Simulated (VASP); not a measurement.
Input of a VASP 6.6.1 run:

INCAR

```
SYSTEM = TiN
PREC = Accurate
ENCUT = 600
EDIFF = 1E-6
ISMEAR = -1
SIGMA = 0.025
LREAL = .False.
LASPH = .True.
NELM = 60
ALGO = Normal
ISIF = 3
LWAVE = .False.
LCHARG = .False.
GGA = PS
IBRION = 2
NSW = 80
EDIFFG = -0.002
```

Contents of KPOINTS:

```
regular mesh
0
Gamma
  16 16 16
  0 0 0
```

File POSCAR:

```
TiN
1.0
    0.0000000000      2.1200000000      2.1200000000
    2.1200000000      0.0000000000      2.1200000000
    2.1200000000      2.1200000000      0.0000000000
Ti N
1 1
Direct
    0.0000000000      0.0000000000      0.0000000000
    0.5000000000      0.5000000000      0.5000000000
```

Potentials or basis: VASP PAW PBE potentials, release 64 (Ti_sv, N).

The run is started by

```bash
$ cat potpaw_PBE.64/Ti_sv/POTCAR potpaw_PBE.64/N/POTCAR > POTCAR
$ mpirun -np 1 vasp_std > vasp.out
```

**Question.** Predict the relaxed cell.

**Answer.** a = 2.974 Å, b = 2.974 Å, c = 2.974 Å, α = 60.00°, β = 60.00°, γ = 60.00°.

**Question.** What does it give for the relaxed volume?

**Answer.** 9.30 Å³/atom.

**Question.** Estimate the space group after relaxing (to 0.05 Å).

**Answer.** Fm-3m (No. 225).

Final structure:
```xyz
2
Lattice="0.0000 2.1026 2.1026 2.1026 0.0000 2.1026 2.1026 2.1026 0.0000" Properties=species:S:1:pos:R:3 pbc="T T T"
Ti    0.0000    0.0000    0.0000
N     2.1026    2.1026    2.1026
```

Caveat: the PAW data sets were made with another functional, which shifts forces and pressure a little.
